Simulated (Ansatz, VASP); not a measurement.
# Two plane-wave programs on ZnS

```xyz
4
Lattice="3.9207 0.0000 0.0000 -1.9604 3.3954 0.0000 0.0000 0.0000 6.4321" Properties=species:S:1:pos:R:3 pbc="T T T"
Zn    0.0000    2.2636    0.0003
Zn    1.9604    1.1318    3.2164
S     0.0000    2.2636    2.4117
S     1.9604    1.1318    5.6278
```

Change from the starting cell: equal strain along all axes, cell held, atoms relaxed: +3.0 %.

Alike in both runs: functional r2SCAN; k mesh 6 × 6 × 4; occupations gaussian, width 0.02 eV; no spin polarisation.

Ansatz relaxed the structure, and its values are those at the end. VASP's run is a single point on that final structure, the one shown.

|  | VASP | Ansatz |
| --- | --- | --- |
| version | VASP 6.6.1 | Ansatz 0.2.0 |
| potentials or method | VASP PAW PBE potentials, release 64 (Zn, S), cutoff 520 eV | scalar-relativistic, plane waves, PAW |
| valence electrons in the cell | 36 | 36 |

```csv
,VASP,Ansatz,Ansatz less VASP
gap on the k mesh at the Fermi level (eV),2.37,2.37,-0.003
least direct gap on the mesh (eV),2.37,2.37,-0.003
pressure (GPa),-5.7,-5.7,+0.01
```

VASP's potentials were made for PBE, not for r2SCAN. Ansatz's warnings: stress scf threshold loose.
